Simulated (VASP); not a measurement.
# MgS5 (P6/mmm) in VASP: further runs

MgS5 is run at these levels: PBE; tasks: single point, relaxation of cell and atoms.

Everything below comes from runs of VASP 6.6.1. Logs are shortened: lines on timing, memory, paths and dates and some standing lists are left out, and cuts for length are marked.

## Step 1: The cell of the first run

Symmetry: P6/mmm, No. 191, hexagonal system. Conventional cell: a = 4.572 Å, b = 4.572 Å, c = 7.694 Å, α = 90.00°, β = 90.00°, γ = 120.00°. Within 3.1 Å of Mg (site symmetry 6/mmm) lie 2 S at 2.37 Å. S (site symmetry mmm) has 8 S at 2.29 to 2.72 Å within 3.0 Å. Within 3.1 Å of S (site symmetry 6mm) lie 1 Mg at 2.37 Å and 7 S at 2.72 to 2.95 Å.

## Step 2: Single point, PBE

Input file INCAR:

```
SYSTEM = MgS5
PREC = Accurate
ENCUT = 520
EDIFF = 1E-6
ISMEAR = 0
SIGMA = 0.1
LREAL = .FALSE.
LASPH = .TRUE.
NELM = 100
ALGO = Normal
ISIF = 2
LWAVE = .FALSE.
LCHARG = .FALSE.
GGA = PE
NBANDS = 25
```

Input file KPOINTS:

```
Automatic mesh
0
G
  6 6 2
  0 0 0
```

Input file POSCAR:

```
MgS5
1.0
    4.5721736200      0.0000000000      0.0000000000
   -2.2860868100      3.9596185100      0.0000000000
    0.0000000000      0.0000000000      7.6938254700
Mg S
1 5
Direct
    0.0000000000      0.0000000000      0.5000000000
    0.5000000000      0.0000000000      0.0000000000
    0.0000000000      0.5000000000      0.0000000000
    0.5000000000      0.5000000000      0.0000000000
    0.0000000000      0.0000000000      0.8080122800
    0.0000000000      0.0000000000      0.1919877200
```

Potentials or basis: VASP PAW PBE potentials, release 64 (Mg, S).

Command:

```sh
> cat potpaw_PBE.64/Mg/POTCAR potpaw_PBE.64/S/POTCAR > POTCAR
> mpirun -np 1 vasp_std > vasp.out
```

OUTCAR:

```text
SYSTEM = MgS5
   PREC = Accurate
   ENCUT = 520
   EDIFF = 1E-6
   ISMEAR = 0
   LREAL = .FALSE.
   LASPH = .TRUE.
   NELM = 100
   ISIF = 2
   GGA = PE

 ion  position               nearest neighbor table
   1  0.000  0.000  0.500-   5 2.37   6 2.37
   2  0.500  0.000  0.000-   3 2.29   4 2.29   4 2.29   3 2.29   5 2.72   5 2.72   6 2.72   6 2.72

   3  0.000  0.500  0.000-   4 2.29   4 2.29   2 2.29   2 2.29   5 2.72   6 2.72   5 2.72   6 2.72

   4  0.500  0.500  0.000-   3 2.29   3 2.29   2 2.29   2 2.29   5 2.72   6 2.72   5 2.72   6 2.72

   5  0.000  0.000  0.808-   1 2.37   2 2.72   2 2.72   4 2.72   3 2.72   3 2.72   4 2.72
   6  0.000  0.000  0.192-   1 2.37   2 2.72   2 2.72   4 2.72   3 2.72   3 2.72   4 2.72

  LATTYP: Found a hexagonal cell.
 ALAT       =     4.5721736200
 C/A-ratio  =     1.6827500680

  Lattice vectors:

 A1 = (   4.5721736200,   0.0000000000,   0.0000000000)
 A2 = (  -2.2860868100,   3.9596185100,   0.0000000000)
 A3 = (   0.0000000000,   0.0000000000,   7.6938254700)

Analysis of symmetry for initial positions (statically):
=====================================================================
 Subroutine PRICEL returns:
 Original cell was already a primitive cell.

 Routine SETGRP: Setting up the symmetry group for a
 hexagonal supercell.

 Subroutine GETGRP returns: Found 24 space group operations
 (whereof 24 operations were pure point group operations)
 out of a pool of 24 trial point group operations.

The static configuration has the point symmetry D_6h.

Analysis of symmetry for dynamics (positions and initial velocities):
=====================================================================
 Subroutine PRICEL returns:
 Original cell was already a primitive cell.

 Routine SETGRP: Setting up the symmetry group for a
 hexagonal supercell.

 Subroutine GETGRP returns: Found 24 space group operations
 (whereof 24 operations were pure point group operations)
 out of a pool of 24 trial point group operations.

The dynamic configuration has the point symmetry D_6h.

 Subroutine INISYM returns: Found 24 space group operations
 (whereof 24 operations are pure point group operations),
 and found     1 'primitive' translations

----------------------------------------------------------------------------------------

                                     Primitive cell

  volume of cell :     139.2895

  direct lattice vectors                    reciprocal lattice vectors
     4.572173620  0.000000000  0.000000000     0.218714354  0.126274791  0.000000000
    -2.286086810  3.959618510  0.000000000     0.000000000  0.252549582  0.000000000
     0.000000000  0.000000000  7.693825470     0.000000000  0.000000000  0.129974355

  length of vectors
     4.572173620  4.572173624  7.693825470     0.252549582  0.252549582  0.129974355

  position of ions in fractional coordinates (direct lattice)
     0.000000000  0.000000000  0.500000000
     0.500000000  0.000000000  0.000000000
     0.000000000  0.500000000  0.000000000
     0.500000000  0.500000000  0.000000000
     0.000000000  0.000000000  0.808012280
     0.000000000  0.000000000  0.191987720

  ion indices of the primitive-cell ions
   primitive index   ion index
                 1           1
                 2           2
                 3           3
                 4           4
                 5           5
                 6           6

----------------------------------------------------------------------------------------

 KPOINTS: Automatic mesh

Automatic generation of k-mesh.
 Grid dimensions read from file:
 generate k-points for:    6    6    2

 Generating k-lattice:

  Cartesian coordinates                     Fractional coordinates (reciprocal lattice)
     0.036452392  0.021045799  0.000000000     0.166666667  0.000000000  0.000000000
     0.000000000  0.042091597  0.000000000     0.000000000  0.166666667  0.000000000
     0.000000000  0.000000000  0.064987177     0.000000000  0.000000000  0.500000000

  Length of vectors
     0.042091597  0.042091597  0.064987177

  Shift w.r.t. Gamma in fractional coordinates (k-lattice)
     0.000000000  0.000000000  0.000000000

 Subroutine IBZKPT returns following result:
 ===========================================

 Found     14 irreducible k-points:

 Following reciprocal coordinates:
            Coordinates               Weight
  0.000000  0.000000  0.000000      1.000000
  0.166667  0.000000  0.000000      6.000000
  0.333333  0.000000  0.000000      6.000000
  0.500000 -0.000000  0.000000      3.000000
  0.166667  0.166667  0.000000      6.000000
  0.333333  0.166667  0.000000     12.000000
  0.333333  0.333333  0.000000      2.000000
  0.000000  0.000000  0.500000      1.000000
  0.166667  0.000000  0.500000      6.000000
  0.333333  0.000000  0.500000      6.000000
  0.500000 -0.000000  0.500000      3.000000
  0.166667  0.166667  0.500000      6.000000
  0.333333  0.166667  0.500000     12.000000
  0.333333  0.333333  0.500000      2.000000
   k-points           NKPTS =     14   k-points in BZ     NKDIM =     14   number of bands    NBANDS=     25
   number of dos      NEDOS =    301   number of ions     NIONS =      6
   total plane-waves  NPLWV =  77760
   dimension x,y,z NGX =    36 NGY =   36 NGZ =   60
   dimension x,y,z NGXF=    72 NGYF=   72 NGZF=  120
   ions per type =               1   5
   NGX,Y,Z   is equivalent  to a cutoff of  13.09, 13.09, 12.96 a.u.
   NGXF,Y,Z  is equivalent  to a cutoff of  26.18, 26.18, 25.93 a.u.
 SYSTEM =  MgS5
   PREC   = accura    normal or accurate (medium, high low for compatibility)
   ISTART =      0    job   : 0-new  1-cont  2-samecut
   ICHARG =      2    charge: 1-file 2-atom 10-const
   ISPIN  =      1    spin polarized calculation?
   LNONCOLLINEAR =      F non collinear calculations
   LSORBIT =      F    spin-orbit coupling
   LASPH  =      T    aspherical Exc in radial PAW
   ENCUT  =  520.0 eV  38.22 Ry    6.18 a.u.   8.50  8.50 14.31*2*pi/ulx,y,z
   NELM   =    100;   NELMIN=  2; NELMDL= -5     # of ELM steps
   EDIFF  = 0.1E-05   stopping-criterion for ELM
   LREAL  =      F    real-space projection
   EDIFFG = 0.1E-04   stopping-criterion for IOM
   NSW    =      0    number of steps for IOM
   IBRION =     -1    ionic relax: 0-MD 1-quasi-New 2-CG
   NFREE  =      0    steps in history (QN), initial steepest desc. (CG)
   ISIF   =      2    stress and relaxation
   ISYM   =      2    0-nonsym 1-usesym 2-fastsym
   POTIM  = 0.5000    time-step for ionic-motion
   TEBEG  =    0.0;   TEEND  =   0.0 temperature during run
   PSTRESS=    0.0 pullay stress
   NELECT =      32.0000    total number of electrons
   NUPDOWN=      -1.0000    fix difference up-down
   EMIN   =  10.00;   EMAX   =-10.00  energy-range for DOS
   EFERMI =   0.00;   METHOD = LEGACY
   ISMEAR =     0;   SIGMA  =   0.10  broadening in eV -4-tet -1-fermi 0-gaus
   EFERMI_NEDOS =   21; number of points for ismear=-14 and -15
   IALGO  =     38    algorithm
   IMIX   =      4    mixing-type and parameters
     AMIX     =   0.40;   BMIX     =  1.00
     AMIX_MAG =   1.60;   BMIX_MAG =  1.00
  volume/ion in A,a.u.               =      23.21       156.66
  Fermi-wavevector in a.u.,A,eV,Ry     =   1.002656  1.894745 13.678201  1.005319
  Thomas-Fermi vector in A             =   2.135157
   LORBIT       =      0    0 simple, 1 ext, 2 COOP (PROOUT), +10 PAW based schemes
   GGA     = PE    functional components
   LHFCALC =     F    Hartree Fock is set to
   AEXX    =    0.0000 exact exchange contribution
   IVDW    =     0    specifies the selected vdW correction
   LEPSILON=     F    determine dielectric tensor
   LRPA    =     F    only Hartree local field effects (RPA)
 non-spin polarized calculation
 Gauss-broadening in eV      SIGMA  =   0.10
  energy-cutoff  :      520.00
  volume of cell :      139.29
 maximum number of plane-waves:      3791
 NGX is ok and might be reduce to    36
   NGX = 17   NGY = 17   NGZ = 29

 number of electron      31.9999997 magnetization

 Free energy of the ion-electron system (eV)
  ---------------------------------------------------
  ext. energy  EPLUGINS =         0.00000000
  ---------------------------------------------------
  free energy    TOTEN  =       -16.23712966 eV

  energy without entropy =      -16.21525699  energy(sigma->0) =      -16.22619333

 E-fermi :   3.7751     XC(G=0):  -8.4550

 val. band max:        3.7621369600   @ k =   0.0000   0.0000   0.5000
 cond. band min:       3.8412327993   @ k =   0.5000  -0.0000   0.5000
 fundamental gap:      0.0790958393
 Fermi energy:         3.7750688671

 k-point     1 :       0.0000    0.0000    0.0000
  band No.  band energies     occupation
      1     -14.6259      2.00000
      2      -8.7244      2.00000
      3      -8.2083      2.00000
      4      -7.3417      2.00000
      5      -7.3417      2.00000
      6      -6.2916      2.00000
[... 17 lines left out ...]
     24      10.4391      0.00000
     25      10.7608      0.00000

 k-point     2 :       0.1667    0.0000    0.0000
  band No.  band energies     occupation
      1     -14.3996      2.00000
      2      -9.0493      2.00000
      3      -8.6540      2.00000
      4      -8.3134      2.00000
      5      -7.6286      2.00000
      6      -4.9627      2.00000
[... 17 lines left out ...]
     24       9.4818      0.00000
     25      10.0536      0.00000

 k-point     3 :       0.3333    0.0000    0.0000
  band No.  band energies     occupation
      1     -13.7397      2.00000
      2     -10.8852      2.00000
      3      -8.6139      2.00000
      4      -8.5027      2.00000
      5      -8.0494      2.00000
      6      -4.0844      2.00000
[... 272 lines left out ...]
 k-point    13 :       0.3333    0.1667    0.5000
  band No.  band energies     occupation
      1     -13.1230      2.00000
      2     -11.5929      2.00000
      3      -9.9040      2.00000
      4      -8.4883      2.00000
      5      -7.0537      2.00000
      6      -3.4632      2.00000
[... 17 lines left out ...]
     24       8.9602      0.00000
     25      10.5643      0.00000

 k-point    14 :       0.3333    0.3333    0.5000
  band No.  band energies     occupation
      1     -12.2692      2.00000
      2     -12.2692      2.00000
      3     -10.6758      2.00000
      4      -8.4475      2.00000
      5      -6.5453      2.00000
      6      -2.1394      2.00000
[... 17 lines left out ...]
     24       9.7245      0.00000
     25       9.7245      0.00000

------------------------ aborting loop because EDIFF is reached ----------------------------------------

  FORCE on cell =-STRESS in cart. coord.  units (eV):
  Direction    XX          YY          ZZ          XY          YZ          ZX
  --------------------------------------------------------------------------------------
  -------------------------------------------------------------------------------------
  Total       11.3709166     11.3709166      4.6673204      0.0000000      0.0000000      0.0000000
  in kB      130.7939531    130.7939534     53.6858467      0.0000000      0.0000000      0.0000000
  external PRESSURE =     105.0912511 kB  Pullay stress =       0.0000000 kB

 VOLUME and BASIS-vectors are now :
 -----------------------------------------------------------------------------
  energy-cutoff  :      520.00
  volume of cell :      139.29
      direct lattice vectors                 reciprocal lattice vectors
     4.572173620  0.000000000  0.000000000     0.218714354  0.126274791  0.000000000
    -2.286086810  3.959618510  0.000000000     0.000000000  0.252549582  0.000000000
     0.000000000  0.000000000  7.693825470     0.000000000  0.000000000  0.129974355

 POSITION                                       TOTAL-FORCE (eV/Angst)
 -----------------------------------------------------------------------------------
      0.00000      0.00000      3.84691         0.000000      0.000000      0.000000
      2.28609      0.00000      0.00000         0.000000      0.000000      0.000000
     -1.14304      1.97981      0.00000         0.000000      0.000000      0.000000
      1.14304      1.97981      0.00000         0.000000      0.000000      0.000000
      0.00000      0.00000      6.21671        -0.000000      0.000000     -2.721782
      0.00000      0.00000      1.47712        -0.000000     -0.000000      2.721782
 -----------------------------------------------------------------------------------
    total drift:                                0.000000      0.000000     -0.000000

  FREE ENERGIE OF THE ION-ELECTRON SYSTEM (eV)
  ---------------------------------------------------
  free  energy   TOTEN  =       -16.2371296598 eV

  energy  without entropy=      -16.2152569928  energy(sigma->0) =      -16.22619333
```

It took 55 s on 1 thread of Intel Xeon 6975P-C, shared host; peak memory 0.27 GiB.

Results:

- Free energy: -16.2371 eV
- Pressure: 10.5 GPa
- Largest force: 2.722 eV/Å
- Band gap on the k mesh: zero (band 16 reaches 4.07 eV, above the bottom of band 17 at 3.52 eV)

Forces in eV/Å, atoms in the order of the input:
```
Mg   0.000  0.000  0.000
S    0.000  0.000  0.000
S    0.000  0.000  0.000
S    0.000  0.000  0.000
S    0.000  0.000 -2.722
S    0.000  0.000  2.722
```

Caveat: the k points lie up to 0.41 Å⁻¹ apart; forces of over 1 eV/Å act on the atoms, so gaps and moduli don't describe the material at rest.

## Step 3: Single point, PBE

This run uses another cell than the first one, of 29.46 Å³/atom, 1.269 times its volume.

Input file INCAR:

```
PREC     = Accurate       # precision mode
ENCUT    = 520            # plane-wave cutoff, eV
EDIFF    = 1E-7           # SCF threshold, eV
ISMEAR   = 0              # smearing method
SIGMA    = 0.1            # smearing width, eV
LREAL    = F              # projectors in reciprocal space
LASPH    = T              # aspherical terms in the spheres
NELM     = 100            # most SCF steps
ALGO     = Normal         # electronic algorithm
ISIF     = 2              # what is computed and relaxed
LWAVE    = F              # write WAVECAR
LCHARG   = F              # write CHGCAR
GGA      = PE             # functional
NBANDS   = 25             # bands
```

Input file KPOINTS:

```
Automatic mesh
0
Gamma
  6 6 2
```

Input file POSCAR:

```
MgS5
1.0
    4.7183642284      0.0000000000      0.0000000000
   -2.3591821142      4.0862232861      0.0000000000
    0.0000000000      0.0000000000      9.1664187896
Mg S
1 5
Direct
    0.0000000000      0.0000000000      0.5000000000
    0.5000000000      0.0000000000      0.0000000000
    0.0000000000      0.5000000000      0.0000000000
    0.5000000000      0.5000000000      0.0000000000
    0.0000000000      0.0000000000      0.7491958549
    0.0000000000      0.0000000000      0.2508041451
```

Potentials or basis: VASP PAW PBE potentials, release 64 (Mg, S).

Command:

```sh
> cat potpaw_PBE.64/Mg/POTCAR potpaw_PBE.64/S/POTCAR > POTCAR
> mpirun -np 1 vasp_std > vasp.out
```

OUTCAR:

```text
PREC = Accurate
   ENCUT = 520
   EDIFF = 1E-7
   ISMEAR = 0
   LREAL = F
   LASPH = T
   NELM = 100
   ISIF = 2
   GGA = PE

 ion  position               nearest neighbor table
   1  0.000  0.000  0.500-   5 2.28   6 2.28
   2  0.500  0.000  0.000-   3 2.36   4 2.36   4 2.36   3 2.36
   3  0.000  0.500  0.000-   2 2.36   2 2.36   4 2.36   4 2.36
   4  0.500  0.500  0.000-   2 2.36   2 2.36   3 2.36   3 2.36
   5  0.000  0.000  0.749-   1 2.28
   6  0.000  0.000  0.251-   1 2.28

  LATTYP: Found a hexagonal cell.
[... 585 lines left out ...]
  -------------------------------------------------------------------------------------
  Total       -0.0858930     -0.0858930      0.3394823      0.0000000      0.0000000      0.0000000
  in kB       -0.7786728     -0.7786728      3.0776166      0.0000000      0.0000000      0.0000000
  external PRESSURE =       0.5067570 kB  Pullay stress =       0.0000000 kB

 VOLUME and BASIS-vectors are now :
 -----------------------------------------------------------------------------
  energy-cutoff  :      520.00
  volume of cell :      176.73
      direct lattice vectors                 reciprocal lattice vectors
     4.718364228  0.000000000  0.000000000     0.211937856  0.122362378  0.000000000
    -2.359182114  4.086223286  0.000000000     0.000000000  0.244724757  0.000000000
     0.000000000  0.000000000  9.166418790     0.000000000  0.000000000  0.109093859

 POSITION                                       TOTAL-FORCE (eV/Angst)
 -----------------------------------------------------------------------------------
      0.00000      0.00000      4.58321         0.000000      0.000000      0.000000
      2.35918      0.00000      0.00000         0.000000      0.000000      0.000000
     -1.17959      2.04311      0.00000         0.000000      0.000000      0.000000
      1.17959      2.04311      0.00000         0.000000      0.000000      0.000000
      0.00000      0.00000      6.86744        -0.000000     -0.000000      0.001781
      0.00000      0.00000      2.29898        -0.000000      0.000000     -0.001781
 -----------------------------------------------------------------------------------
    total drift:                                0.000000      0.000000     -0.000000

  FREE ENERGIE OF THE ION-ELECTRON SYSTEM (eV)
  ---------------------------------------------------
  free  energy   TOTEN  =       -17.9265113402 eV

  energy  without entropy=      -17.8810132097  energy(sigma->0) =      -17.90376227
```

OSZICAR:

```text
N       E                     dE             d eps       ncg     rms          rms(c)
DAV:   1     0.180751906961E+03    0.18075E+03   -0.12345E+04   700   0.104E+03
DAV:   2    -0.144792450035E+01   -0.18220E+03   -0.17016E+03   981   0.182E+02
DAV:   3    -0.196936923242E+02   -0.18246E+02   -0.17952E+02   885   0.631E+01
DAV:   4    -0.200270593445E+02   -0.33337E+00   -0.33268E+00   903   0.103E+01
DAV:   5    -0.200359733466E+02   -0.89140E-02   -0.89089E-02   943   0.168E+00    0.180E+01
DAV:   6    -0.190684920685E+02    0.96748E+00   -0.12017E+01   945   0.128E+01    0.137E+01
DAV:   7    -0.179887005176E+02    0.10798E+01   -0.31397E+00   874   0.647E+00    0.969E+00
DAV:   8    -0.179205860187E+02    0.68114E-01   -0.31443E-01   902   0.274E+00    0.173E+00
DAV:   9    -0.179216832068E+02   -0.10972E-02   -0.18683E-02   828   0.649E-01    0.377E-01
DAV:  10    -0.179246573243E+02   -0.29741E-02   -0.29942E-03   830   0.241E-01    0.177E-01
DAV:  11    -0.179261410523E+02   -0.14837E-02   -0.18468E-03   788   0.173E-01    0.987E-02
DAV:  12    -0.179264180378E+02   -0.27699E-03   -0.43226E-04   853   0.775E-02    0.249E-02
DAV:  13    -0.179264947900E+02   -0.76752E-04   -0.93289E-05   757   0.371E-02    0.178E-02
DAV:  14    -0.179265097766E+02   -0.14987E-04   -0.24099E-05   830   0.180E-02    0.896E-03
DAV:  15    -0.179265109869E+02   -0.12104E-05   -0.27272E-06   835   0.637E-03    0.570E-03
DAV:  16    -0.179265112516E+02   -0.26469E-06   -0.50404E-07   828   0.299E-03    0.100E-03
DAV:  17    -0.179265113402E+02   -0.88542E-07   -0.46619E-08   665   0.933E-04
   1 F= -.17926511E+02 E0= -.17903762E+02  d E =-.454981E-01
```

stdout:

```text
POSCAR found type information on POSCAR MgS
 POSCAR found :  2 types and       6 ions
 scaLAPACK will be used
 LDA part: xc-table for (Slater+PW92), standard interpolation
 POSCAR, INCAR and KPOINTS ok, starting setup
 FFT: planning ... GRIDC
 FFT: planning ... GRID_SOFT
 FFT: planning ... GRID
 WAVECAR not read
 entering main loop
```

Run time: 72 s. Hardware: 1 thread of Intel Xeon 6975P-C, shared host; peak memory 0.3 GiB.

Results:

```yaml
Free_energy: -17.9265 eV
Pressure: 0.1 GPa
Band_gap_on_the_k_mesh: zero (band 16 reaches 0.93 eV, above the bottom of band 17 at 0.66 eV)
```

(Part 1 of 2 ends here.)
